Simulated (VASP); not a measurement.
Crystal: KRb3.

```
K Rb
1.0
    -3.97421    3.97421    5.69813
     3.97421   -3.97421    5.69813
     3.97421    3.97421   -5.69813
K Rb
1 3
Cartesian
  0.0000 0.0000 0.0000
  0.0000 3.9742 2.8491
  3.9742 0.0000 2.8491
  0.0000 0.0000 5.6981
```

```yaml
Program: VASP 6.6.1
Task: relaxation of cell and atoms
Functional: LDA
Potentials_or_basis: VASP PAW LDA potentials, release 64 (K_sv, Rb_sv)
Cutoff: 500 eV
k_mesh: 4 × 4 × 4
Occupations: fermi-dirac, width 0.1 eV
Spin: no spin polarisation
```

At the start: pressure -0.5 GPa; volume 90.00 Å³/atom.

Q: How do energy, volume and symmetry change on relaxing?

A: Over 5 steps the energy falls by 28.7 meV/atom and the volume is 74.80 Å³/atom (-16.9 %); space group I4/mmm (No. 139, to 0.1 Å) before, Fm-3m (No. 225, to 0.1 Å).

The path:
| step | energy change (eV) | largest force (eV/Å) | pressure (GPa) | volume (Å³) |
| --- | --- | --- | --- | --- |
| 1 | 0.0000 | 0.0000 | -0.50 | 359.99 |
| 2 | -0.0423 | 0.0000 | -0.43 | 345.46 |
| 3 | -0.1071 | 0.0000 | -0.17 | 311.86 |
| 4 | -0.0086 | 0.0000 | 0.85 | 251.33 |
| 5 | -0.1149 | 0.0000 | -0.03 | 299.20 |

Final structure:
```
K Rb
1.0
    -3.73720    3.73720    5.35559
     3.73720   -3.73720    5.35559
     3.73720    3.73720   -5.35559
K Rb
1 3
Cartesian
  0.0000 0.0000 0.0000
  0.0000 3.7372 2.6778
  3.7372 0.0000 2.6778
  0.0000 0.0000 5.3556
```

Caveat: the volume moved by over 15 % at a fixed basis, so the end points are rough.
